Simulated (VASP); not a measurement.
# Ga7FeAs8 (F-43m) in VASP: single point with PBEsol+U

Aim: the single point of Ga7FeAs8 with PBEsol+U.

Program: VASP 6.6.1. These are calculated values, not measurements. Logs are shortened: lines on timing, memory, paths and dates and some standing lists are left out, and cuts for length are marked.

## (1) The cell of the first run

The structure is cubic, space group F-43m (No. 216). The conventional cell has a = 11.307 Å, b = 11.307 Å, c = 11.307 Å, α = 90.00°, β = 90.00°, γ = 90.00°. Fe (site symmetry -43m) has 4 As at 2.43 Å within 3.2 Å. Ga (site symmetry 2mm) has 4 As at 2.45 Å within 3.2 Å. Within 3.2 Å of Ga (site symmetry -43m) lie 4 As at 2.45 Å. As (site symmetry 3m) has 1 Fe at 2.43 Å and 3 Ga at 2.45 Å within 3.2 Å. As (site symmetry 3m) has 4 Ga at 2.45 Å within 3.2 Å.

## (2) Single point, PBEsol+U, collinear spin, ferromagnetic start

Input file INCAR:

```
SYSTEM = Ga7FeAs8
  ALGO = Normal
  EDIFF = 1E-6
  ENCUT = 520
  GGA = PS
  ISIF = 2
  ISMEAR = 0
  ISPIN = 2
  LASPH = .TRUE.
  LCHARG = .FALSE.
  LDAU = .TRUE.
  LDAUJ = 0 0 0
  LDAUL = 2 -1 -1
  LDAUPRINT = 1
  LDAUTYPE = 2
  LDAUU = 4 0 0
  LMAXMIX = 4
  LORBIT = 11
  LREAL = Auto
  LWAVE = .FALSE.
  MAGMOM = 2.5 0 0 0 0 0 0 0 0 0 0 0 0 0 0 0
  NBANDS = 88
  NELM = 150
  NUPDOWN = 2.5
  PREC = Accurate
  SIGMA = 0.05
```

Input file KPOINTS:

```
k-points
0
G
  3 3 3
  0 0 0
```

Input file POSCAR:

```
Ga7FeAs8
1.0
    0.0000000000      5.6537000000      5.6537000000
    5.6537000000      0.0000000000      5.6537000000
    5.6537000000      5.6537000000      0.0000000000
Fe Ga As
1 7 8
Direct
    0.0000000000      1.0000000000      0.0000000000
    0.0006835677      0.0006835677      0.4993164323
    0.0006835677      0.4993164323      0.0006835677
    0.0006835677      0.4993164323      0.4993164323
    0.4993164323      0.0006835677      0.0006835677
    0.4993164323      0.0006835677      0.4993164323
    0.4993164323      0.4993164323      0.0006835677
    0.5000000000      0.5000000000      0.5000000000
    0.1242158626      0.1242158626      0.1242158626
    0.1242158626      0.1242158626      0.6273524122
    0.1242158626      0.6273524122      0.1242158626
    0.1246499955      0.6251166682      0.6251166682
    0.6273524122      0.1242158626      0.1242158626
    0.6251166682      0.1246499955      0.6251166682
    0.6251166682      0.6251166682      0.1246499955
    0.6251166682      0.6251166682      0.6251166682
```

Potentials or basis: VASP PAW PBE potentials, release 64 (Fe, Ga_d, As).

The run is started by

```console
$ cat potpaw_PBE.64/Fe/POTCAR potpaw_PBE.64/Ga_d/POTCAR potpaw_PBE.64/As/POTCAR > POTCAR
$ mpirun -np 1 vasp_std > vasp.out
```

OUTCAR:

```text
SYSTEM = Ga7FeAs8
   EDIFF = 1E-6
   ENCUT = 520
   GGA = PS
   ISIF = 2
   ISMEAR = 0
   ISPIN = 2
   LASPH = .TRUE.
   LORBIT = 11
   LREAL = Auto
   NELM = 150
   NUPDOWN = 2.5
   PREC = Accurate

 ion  position               nearest neighbor table
   1  0.000  0.000  0.000-  10 2.43  11 2.43  13 2.43   9 2.43
   2  0.001  0.001  0.499-   9 2.45  10 2.45  12 2.45  14 2.45
   3  0.001  0.499  0.001-   9 2.45  11 2.45  12 2.45  15 2.45
   4  0.001  0.499  0.499-  10 2.45  11 2.45  16 2.45  12 2.45
   5  0.499  0.001  0.001-   9 2.45  13 2.45  14 2.45  15 2.45
   6  0.499  0.001  0.499-  10 2.45  13 2.45  16 2.45  14 2.45
[... 8 lines left out ...]
  15  0.625  0.625  0.125-   8 2.45   5 2.45   3 2.45   7 2.45
  16  0.625  0.625  0.625-   8 2.45   6 2.45   7 2.45   4 2.45

  LATTYP: Found a face centered cubic cell.
 ALAT       =    11.3074000000

  Lattice vectors:

 A1 = (   0.0000000000,   5.6537000000,   5.6537000000)
 A2 = (   5.6537000000,   0.0000000000,   5.6537000000)
 A3 = (   5.6537000000,   5.6537000000,   0.0000000000)

Analysis of symmetry for initial positions (statically):
=====================================================================
 Subroutine PRICEL returns:
 Original cell was already a primitive cell.

 Routine SETGRP: Setting up the symmetry group for a
 face centered cubic supercell.

 Subroutine GETGRP returns: Found 24 space group operations
 (whereof 24 operations were pure point group operations)
 out of a pool of 48 trial point group operations.

The static configuration has the point symmetry T_d .

Analysis of symmetry for dynamics (positions and initial velocities):
=====================================================================
 Subroutine PRICEL returns:
 Original cell was already a primitive cell.

 Routine SETGRP: Setting up the symmetry group for a
 face centered cubic supercell.

 Subroutine GETGRP returns: Found 24 space group operations
 (whereof 24 operations were pure point group operations)
 out of a pool of 48 trial point group operations.

The dynamic configuration has the point symmetry T_d .

Analysis of structural, dynamic, and magnetic symmetry:
=====================================================================
 Subroutine PRICEL returns:
 Original cell was already a primitive cell.

 Routine SETGRP: Setting up the symmetry group for a
 face centered cubic supercell.

 Subroutine GETGRP returns: Found 24 space group operations
 (whereof 24 operations were pure point group operations)
 out of a pool of 48 trial point group operations.

The overall configuration has the point symmetry T_d .

 Subroutine INISYM returns: Found 24 space group operations
 (whereof 24 operations are pure point group operations),
 and found     1 'primitive' translations

----------------------------------------------------------------------------------------

                                     Primitive cell

  volume of cell :     361.4334

  direct lattice vectors                    reciprocal lattice vectors
     0.000000000  5.653700000  5.653700000    -0.088437660  0.088437660  0.088437660
     5.653700000  0.000000000  5.653700000     0.088437660 -0.088437660  0.088437660
     5.653700000  5.653700000  0.000000000     0.088437660  0.088437660 -0.088437660

  length of vectors
     7.995539218  7.995539218  7.995539218     0.153178521  0.153178521  0.153178521

  position of ions in fractional coordinates (direct lattice)
     0.000000000  0.000000000  0.000000000
     0.000683568  0.000683568  0.499316432
     0.000683568  0.499316432  0.000683568
     0.000683568  0.499316432  0.499316432
     0.499316432  0.000683568  0.000683568
     0.499316432  0.000683568  0.499316432
[... 8 lines left out ...]
     0.625116668  0.625116668  0.124649996
     0.625116668  0.625116668  0.625116668

  ion indices of the primitive-cell ions
   primitive index   ion index
                 1           1
                 2           2
                 3           3
                 4           4
                 5           5
                 6           6
[... 8 lines left out ...]
                15          15
                16          16

----------------------------------------------------------------------------------------
[... 58 lines left out ...]
   TEBEG  =    0.0;   TEEND  =   0.0 temperature during run
   PSTRESS=    0.0 pullay stress
   NELECT =     139.0000    total number of electrons
   NUPDOWN=       2.5000    fix difference up-down
   EMIN   =  10.00;   EMAX   =-10.00  energy-range for DOS
   EFERMI =   0.00;   METHOD = LEGACY
   ISMEAR =     0;   SIGMA  =   0.05  broadening in eV -4-tet -1-fermi 0-gaus
   EFERMI_NEDOS =   21; number of points for ismear=-14 and -15
   IALGO  =     38    algorithm
   IMIX   =      4    mixing-type and parameters
     AMIX     =   0.40;   BMIX     =  1.00
     AMIX_MAG =   1.60;   BMIX_MAG =  1.00
  volume/ion in A,a.u.               =      22.59       152.44
  Fermi-wavevector in a.u.,A,eV,Ry     =   1.190521  2.249758 19.284080  1.417340
  Thomas-Fermi vector in A             =   2.326604
   LORBIT       =     11    0 simple, 1 ext, 2 COOP (PROOUT), +10 PAW based schemes
 LDA+U is selected, type is set to LDAUTYPE =  2
   angular momentum for each species LDAUL =     2   -1   -1
   U (eV)           for each species LDAUU =   4.0  0.0  0.0
   J (eV)           for each species LDAUJ =   0.0  0.0  0.0
   GGA     = PS    functional components
   LHFCALC =     F    Hartree Fock is set to
   AEXX    =    0.0000 exact exchange contribution
   IVDW    =     0    specifies the selected vdW correction
   LEPSILON=     F    determine dielectric tensor
   LRPA    =     F    only Hartree local field effects (RPA)
 spin polarized calculation
 Gauss-broadening in eV      SIGMA  =   0.05
  energy-cutoff  :      520.00
  volume of cell :      361.43
 maximum number of plane-waves:      9735
   NGX = 29   NGY = 29   NGZ = 29

atom =   1  type =  1  l = 2

 onsite density matrix

spin component  1

  0.9237  0.0000  0.0000  0.0000 -0.0000
  0.0000  0.9237  0.0000  0.0000  0.0000
  0.0000  0.0000  0.9364 -0.0000 -0.0000
  0.0000  0.0000 -0.0000  0.9237 -0.0000
 -0.0000  0.0000 -0.0000 -0.0000  0.9364

spin component  2

  0.1229  0.0000 -0.0000 -0.0000  0.0000
  0.0000  0.1229  0.0000  0.0000 -0.0000
 -0.0000  0.0000  0.5872  0.0000  0.0000
 -0.0000  0.0000  0.0000  0.1229  0.0000
  0.0000 -0.0000  0.0000  0.0000  0.5872

 occupancies and eigenvectors

  o =  0.1229  v =  0.0000  0.0000  0.0000  0.0000  0.0000  0.0000 -0.9983 -0.0000 -0.0584 -0.0000      0.0000  0.0000  0.0000  0.0000  0.0000  0.0000  0.0000  0.0000  0.0000  0.0000
  o =  0.1229  v =  0.0000  0.0000  0.0000  0.0000  0.0000  0.0000 -0.0584  0.0000  0.9983  0.0000      0.0000  0.0000  0.0000  0.0000  0.0000  0.0000  0.0000  0.0000  0.0000  0.0000
  o =  0.1229  v =  0.0000  0.0000  0.0000  0.0000  0.0000  1.0000  0.0000  0.0000  0.0000  0.0000      0.0000  0.0000  0.0000  0.0000  0.0000  0.0000  0.0000  0.0000  0.0000  0.0000
  o =  0.5872  v =  0.0000  0.0000  0.0000  0.0000  0.0000  0.0000 -0.0000  0.3480 -0.0000 -0.9375      0.0000  0.0000  0.0000  0.0000  0.0000  0.0000  0.0000  0.0000  0.0000  0.0000
  o =  0.5872  v =  0.0000  0.0000  0.0000  0.0000  0.0000  0.0000  0.0000 -0.9375  0.0000 -0.3480      0.0000  0.0000  0.0000  0.0000  0.0000  0.0000  0.0000  0.0000  0.0000  0.0000
  o =  0.9237  v =  1.0000  0.0000  0.0000  0.0000  0.0000  0.0000  0.0000  0.0000  0.0000  0.0000      0.0000  0.0000  0.0000  0.0000  0.0000  0.0000  0.0000  0.0000  0.0000  0.0000
  o =  0.9237  v =  0.0000  0.2840  0.0000 -0.9588 -0.0000  0.0000  0.0000  0.0000  0.0000  0.0000      0.0000  0.0000  0.0000  0.0000  0.0000  0.0000  0.0000  0.0000  0.0000  0.0000
  o =  0.9237  v =  0.0000 -0.9588 -0.0000 -0.2840 -0.0000  0.0000  0.0000  0.0000  0.0000  0.0000      0.0000  0.0000  0.0000  0.0000  0.0000  0.0000  0.0000  0.0000  0.0000  0.0000
  o =  0.9364  v =  0.0000  0.0000  0.0401 -0.0000  0.9992  0.0000  0.0000  0.0000  0.0000  0.0000      0.0000  0.0000  0.0000  0.0000  0.0000  0.0000  0.0000  0.0000  0.0000  0.0000
  o =  0.9364  v =  0.0000  0.0000 -0.9992 -0.0000  0.0401  0.0000  0.0000  0.0000  0.0000  0.0000      0.0000  0.0000  0.0000  0.0000  0.0000  0.0000  0.0000  0.0000  0.0000  0.0000

 number of electron     138.9999972 magnetization       2.4999998

 Free energy of the ion-electron system (eV)
  ---------------------------------------------------
  ext. energy  EPLUGINS =         0.00000000
  ---------------------------------------------------
  free energy    TOTEN  =       -73.41312887 eV

  energy without entropy =      -73.40354089  energy(sigma->0) =      -73.40833488

 E-fermi :   3.5727     XC(G=0):  -9.7543

 val. band max:        3.5346510287   @ k =   0.3333   0.0000   0.0000
 cond. band min:       3.6291958905   @ k =  -0.3333   0.3333   0.0000
 fundamental gap:      0.0945448619
 Fermi energy:         3.4141097369

 spin component 1

 k-point     1 :       0.0000    0.0000    0.0000
  band No.  band energies     occupation
      1     -11.2644      1.00000
      2     -11.2644      1.00000
      3     -11.2644      1.00000
      4     -11.2329      1.00000
      5     -11.2074      1.00000
      6     -11.2074      1.00000
[... 325 lines left out ...]
     80       7.3953      0.00000
     81       7.4680      0.00000
 Fermi energy:         3.5727424405

 spin component 2

 k-point     1 :       0.0000    0.0000    0.0000
  band No.  band energies     occupation
      1     -11.2671      1.00000
      2     -11.2671      1.00000
      3     -11.2671      1.00000
      4     -11.2369      1.00000
      5     -11.2123      1.00000
      6     -11.2123      1.00000
[... 325 lines left out ...]
     80       7.4034      0.00000
     81       7.5267      0.00000
 [bands above 81 left out]

------------------------ aborting loop because EDIFF is reached ----------------------------------------

  FORCE on cell =-STRESS in cart. coord.  units (eV):
  Direction    XX          YY          ZZ          XY          YZ          ZX
  --------------------------------------------------------------------------------------
  -------------------------------------------------------------------------------------
  Total       -0.2798123     -0.2798123     -0.2798123     -0.0000000      0.0000000     -0.0000000
  in kB       -1.2403638     -1.2403638     -1.2403638     -0.0000000      0.0000000     -0.0000000
  external PRESSURE =      -1.2403638 kB  Pullay stress =       0.0000000 kB

 VOLUME and BASIS-vectors are now :
 -----------------------------------------------------------------------------
  energy-cutoff  :      520.00
  volume of cell :      361.43
      direct lattice vectors                 reciprocal lattice vectors
     0.000000000  5.653700000  5.653700000    -0.088437660  0.088437660  0.088437660
     5.653700000  0.000000000  5.653700000     0.088437660 -0.088437660  0.088437660
     5.653700000  5.653700000  0.000000000     0.088437660  0.088437660 -0.088437660

 POSITION                                       TOTAL-FORCE (eV/Angst)
 -----------------------------------------------------------------------------------
      0.00000      0.00000      0.00000        -0.000000      0.000000      0.000000
      2.82685      2.82685      0.00773        -0.000000      0.000000      0.080073
      2.82685      0.00773      2.82685        -0.000000      0.080073      0.000000
      5.64597      2.82685      2.82685        -0.080073      0.000000      0.000000
      0.00773      2.82685      2.82685         0.080073      0.000000      0.000000
      2.82685      5.64597      2.82685        -0.000000     -0.080073      0.000000
[... 8 lines left out ...]
      4.23896      4.23896      7.06844         0.009172      0.009172     -0.009172
      7.06844      7.06844      7.06844        -0.009172     -0.009172     -0.009172
 -----------------------------------------------------------------------------------
    total drift:                                0.000000      0.000000      0.000001

  FREE ENERGIE OF THE ION-ELECTRON SYSTEM (eV)
  ---------------------------------------------------
  free  energy   TOTEN  =       -73.4131288655 eV

  energy  without entropy=      -73.4035408946  energy(sigma->0) =      -73.40833488

 total charge

# of ion       s       p       d       tot
------------------------------------------
    1        0.420   0.394   6.166   6.980
    2        0.889   0.794   9.992  11.675
    3        0.889   0.794   9.992  11.675
    4        0.889   0.794   9.992  11.675
    5        0.889   0.794   9.992  11.675
    6        0.889   0.794   9.992  11.675
[... 8 lines left out ...]
   15        1.212   1.584   0.031   2.827
   16        1.212   1.584   0.031   2.827
--------------------------------------------------
tot         16.370  18.554  76.366 111.290

 magnetization (x)

# of ion       s       p       d       tot
------------------------------------------
    1        0.031   0.018   3.097   3.145
    2        0.003  -0.001  -0.004  -0.002
    3        0.003  -0.001  -0.004  -0.002
    4        0.003  -0.001  -0.004  -0.002
    5        0.003  -0.001  -0.004  -0.002
    6        0.003  -0.001  -0.004  -0.002
[... 8 lines left out ...]
   15        0.000  -0.018  -0.000  -0.018
   16        0.000  -0.018  -0.000  -0.018
--------------------------------------------------
tot          0.049  -0.436   3.077   2.690
```

Wall time 10 min (1 thread of Intel Xeon Platinum 8488C (Sapphire Rapids), shared host); peak memory 0.74 GiB.

What came out:

* Free energy: -73.4131 eV
* Pressure: -0.1 GPa
* Largest force: 0.302 eV/Å
* Net moment: 2.50 μB per cell
* Site moments: Fe +3.15; Ga -0.00; As -0.09, -0.02 (each value once) μB
* Valence electrons inside the program's atomic spheres: Fe 6.98; Ga 11.68; As 2.82, 2.83 (each value once)

Forces on the atoms (eV/Å):
```
Fe   0.000  0.000  0.000
Ga   0.000  0.000  0.080
Ga   0.000  0.080  0.000
Ga  -0.080  0.000  0.000
Ga   0.080  0.000  0.000
Ga   0.000 -0.080  0.000
Ga   0.000  0.000 -0.080
Ga   0.000  0.000  0.000
As  -0.174 -0.174 -0.174
As   0.174  0.174 -0.174
As   0.174 -0.174  0.174
As  -0.009  0.009  0.009
As  -0.174  0.174  0.174
As   0.009 -0.009  0.009
As   0.009  0.009 -0.009
As  -0.009 -0.009 -0.009
```

Eigenvalues of the final occupation matrices:
```
    site  spin  trace               eigenvalues
site 1 d     1   4.64  0.92 0.92 0.92 0.94 0.94
site 1 d     2   1.54  0.12 0.12 0.12 0.59 0.59
```

Caveat: the PAW data sets were made with another functional, which shifts forces and pressure a little; the total moment is fixed, so each spin has its own Fermi level and the state may be an excited one; a cell with one magnetic atom can't hold antiferromagnetic order, which such compounds often take; the U is typed as a test and isn't derived for this compound. The state reached can hang on the start; a lower one may exist.
